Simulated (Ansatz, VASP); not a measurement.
**CdTe in VASP and in Ansatz**

File INCAR:

```
SYSTEM = CdTe
  PREC = Accurate
  ENCUT = 520
  EDIFF = 1E-7
  ISMEAR = 0
  SIGMA = 0.01
  LREAL = .FALSE.
  LASPH = .TRUE.
  NELM = 150
  ALGO = Normal
  ISIF = 2
  LWAVE = .FALSE.
  LCHARG = .TRUE.
  LNONCOLLINEAR = .TRUE.
  MAGMOM = 0 0 0 0 0 0
  LORBIT = 11
  LSORBIT = .TRUE.
  GGA_COMPAT = .FALSE.
  LORBMOM = .TRUE.
  LVHAR = .TRUE.
  NBANDS = 30
```

The input KPOINTS:

```
regular mesh
0
G
  8 8 8
  0 0 0
```

POSCAR

```
CdTe
1.0
    0.0000000000      3.2410000000      3.2410000000
    3.2410000000      0.0000000000      3.2410000000
    3.2410000000      3.2410000000      0.0000000000
Cd Te
1 1
Direct
    0.0000000000      0.0000000000      0.0000000000
    0.2500000000      0.2500000000      0.2500000000
```

Input for Ansatz:

```yaml
crystal:
  lattice:
    - [0.0, 3.241, 3.241]
    - [3.241, 0.0, 3.241]
    - [3.241, 3.241, 0.0]
  atoms:
    - { symbol: Cd, position: [0.0, 0.0, 0.0] }
    - { symbol: Te, position: [0.25, 0.25, 0.25] }
scf:
  occupations: { method: gaussian, width: 0.01 }
output:
  eigenvalues: true
  eigenstates: { kpoints: [[0, 0, 0]], e_range: [-4, 5] }
hamiltonian:
  xc: lda
kpoints:
  mp_grid: { grid: [8, 8, 8] }
magnetization:
  noncollinear: true
  spin_orbit: true
```

Alike in both runs: task single point; functional LDA; k mesh 8 × 8 × 8; occupations gaussian, width 0.01 eV; non-collinear spin, spin-orbit coupling.

|  | VASP | Ansatz |
| --- | --- | --- |
| version | VASP 6.6.1 | Ansatz 0.2.0 |
| potentials or method | VASP PAW LDA potentials, release 64 (Cd, Te) | plane waves, PAW |
| plane-wave cutoff (eV) | 520 | 420 |
| valence electrons in the cell | 18 | 36 |

|  | VASP | Ansatz | Ansatz less VASP |
| --- | --- | --- | --- |
| net moment per atom (μB) | 0.00 | 0.00 | 0.000 |

LDA's correlation is that of Perdew and Zunger in VASP and of Perdew and Wang (1992) in Ansatz. VASP's potentials hold 18 valence electrons a cell and Ansatz's 36, so a difference there can come from the potentials and not from the codes.
